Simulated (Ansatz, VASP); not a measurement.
# Ta in VASP and in Ansatz

```xyz
4
Lattice="2.9991 0.0000 0.0000 -1.4995 2.5973 0.0000 0.0000 0.0000 10.2151" Properties=species:S:1:pos:R:3 pbc="T T T"
Ta    1.4995    2.5973   10.2151
Ta    1.4995    2.5973    5.1075
Ta    0.0000    1.7315    2.5538
Ta    1.4995    0.8658    7.6613
```

Alike in both runs: task single point; functional RPBE; k mesh 14 × 14 × 4; occupations fermi-dirac, width 0.1 eV; no spin polarisation.

```csv
,VASP,Ansatz
version,VASP 6.6.1,Ansatz 0.2.0
potentials or method,"VASP PAW PBE potentials, release 64 (Ta_pv), cutoff 520 eV","plane waves (420 eV) with PAW, scalar-relativistic"
valence electrons in the cell,44,52
```

```tsv
	VASP	Ansatz	Ansatz less VASP
pressure (GPa)	-6.7	-6.7	+0.05
traceless stress, the component that is largest in VASP (GPa)	-0.06	-0.09	-0.028
```

VASP's potentials were made for PBE, not for RPBE. The functional is the same, so the differences come from potentials, cutoffs and numerics. VASP's potentials hold 44 valence electrons a cell and Ansatz's 52, so a difference there can come from the potentials and not from the codes.

Spin-orbit coupling is off throughout.
